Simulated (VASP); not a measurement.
Crystal: MoS2.

```
CELL_PARAMETERS angstrom
3.24884 0.00000 0.00000
-1.62442 2.81358 0.00000
0.00000 0.00000 6.35428
ATOMIC_POSITIONS crystal
Mo 0.00000 0.00000 0.50000
S 0.66667 0.33333 0.74468
S 0.33333 0.66667 0.25532
```

Base run:

```yaml
Program: VASP 6.6.1
Functional: RPBE
Dispersion: D3(BJ)
Potentials_or_basis: VASP PAW PBE potentials, release 64 (Mo_sv, S)
Cutoff: 520 eV
k_mesh: 9 × 9 × 4
Occupations: fermi-dirac, width 0.05 eV
Spin: no spin polarisation
```

Its results: band gap on the k mesh zero (band 13 reaches 7.39 eV, above the bottom of band 14 at 6.34 eV); pressure -15.8 GPa; largest force 0.562 eV/Å.

Question: After a change of settings the same cell gave: band gap on the k mesh zero (band 13 reaches 7.39 eV, above the bottom of band 14 at 6.34 eV); pressure 0.8 GPa; largest force 0.036 eV/Å. Which change was it?
A. functional from RPBE to PBEsol; dispersion from D3(BJ) to none
B. functional from RPBE to BLYP; dispersion from D3(BJ) to D4
C. dispersion from D3(BJ) to none
D. functional from RPBE to r2SCAN; dispersion from D3(BJ) to rVV10

Answer: C.

Dispersion adds attraction, which lowers the pressure at fixed volume and, as a term added to the energy, leaves the levels alone.

Caveats: the PAW data sets were made with another functional, which shifts forces and pressure a little; this functional lacks dispersion, which binds the layers, so the pressure and a relaxed spacing across them are unreliable (some runs).
